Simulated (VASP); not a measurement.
A run of VASP 6.6.1:

The input POSCAR:

```
BaTiO3
1.0
    2.8399983158      1.6396737921      2.3313532671
   -2.8399983158      1.6396737921      2.3313532671
    0.0000000000     -3.2793475843      2.3313532671
Ba Ti O
1 1 3
Direct
   -0.0032057792     -0.0032057792     -0.0032057792
    0.4833346603      0.4833346603      0.4833346603
    0.5098255442      0.5098255442      0.0194200304
    0.0194200304      0.5098255442      0.5098255442
    0.5098255442      0.0194200304      0.5098255442
```

The input INCAR.step1:

```
  PREC = Accurate
  ENCUT = 520
  ISMEAR = 0
  SIGMA = 0.01
  LREAL = False
  LASPH = True
  NELM = 60
  NBANDS = 28
  GGA = PE
  ALGO = Normal
  EDIFF = 1E-4
  LWAVE = True
  LCHARG = False
```

The input INCAR.step2:

```
  PREC = Accurate
  ENCUT = 520
  EDIFF = 1E-7
  ISMEAR = 0
  SIGMA = 0.01
  LREAL = False
  LASPH = True
  NELM = 60
  ALGO = Normal
  ISIF = 2
  LWAVE = False
  LCHARG = True
  METAGGA = R2SCAN
  LMIXTAU = True
  LELF = True
  LVHAR = True
  NBANDS = 28
  ISTART = 1
```

KPOINTS

```
regular mesh
0
Gamma
  6 6 6
```

Potentials or basis: VASP PAW PBE potentials, release 64 (Ba_sv, Ti_sv, O).

Run with:

```sh
$ cat potpaw_PBE.64/Ba_sv/POTCAR potpaw_PBE.64/Ti_sv/POTCAR potpaw_PBE.64/O/POTCAR > POTCAR
$ cp INCAR.step1 INCAR
$ mpirun -np 1 vasp_std > vasp.out
$ cp INCAR.step2 INCAR
$ mpirun -np 1 vasp_std > vasp.out
```

Hardware: 1 thread of Intel(R) Xeon(R) 6975P-C (Granite Rapids), on a shared host.

Q: Estimate the wall time of this run.

A: Wall time 110 s on 1 thread of Intel(R) Xeon(R) 6975P-C (Granite Rapids), on a shared host, peak memory 0.21 GiB. Counts: k points 32.
